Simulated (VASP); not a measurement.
Runs of VASP 6.6.1 on SnSe2. The structure is that of space group P-3m1 (No. 164), or close to it. The cells are those of the table. 

```tsv
cell	gap on the mesh (eV)	pressure (GPa)	largest force (eV/Å)
a = 3.499, b = 3.499, c = 7.320 Å, angles 90.0, 90.0, 120.0°, 3 atoms	none	1.1	1.34
a = 3.757, b = 3.757, c = 6.349 Å, angles 90.0, 90.0, 120.0°, 3 atoms	(b)	0.1	0.28
a = 3.594, b = 3.594, c = 6.940 Å, angles 90.0, 90.0, 120.0°, 3 atoms	none	(c)	1.10
a = 3.927, b = 3.927, c = 5.813 Å, angles 90.0, 90.0, 120.0°, 3 atoms	0.08	(a)	0.44
a = 3.700, b = 3.700, c = 6.549 Å, angles 90.0, 90.0, 120.0°, 3 atoms	0.07	0.2	0.60
```

Alike in all rows: task single point; level PBEsol; potentials or basis VASP PAW PBE potentials, release 64 (Sn_d, Se); no spin polarisation; k mesh 12 × 12 × 6; cutoff (eV) 520; smearing gaussian 0.05 eV.

Q: Fill in the values left out.

A: (a) 0.0; (b) 0.37; (c) 0.5.

Caveats: the PAW data sets were made with another functional, which shifts forces and pressure a little; spin-orbit coupling is left out, which moves the levels of the heavy elements; this functional lacks dispersion, which binds the layers, so the pressure and a relaxed spacing across them are unreliable (some runs).

A k mesh can miss the band edges, and the runs leave out spin-orbit coupling on Se, Sn.

A gap of «none» marks levels without a gap at the run's occupations.
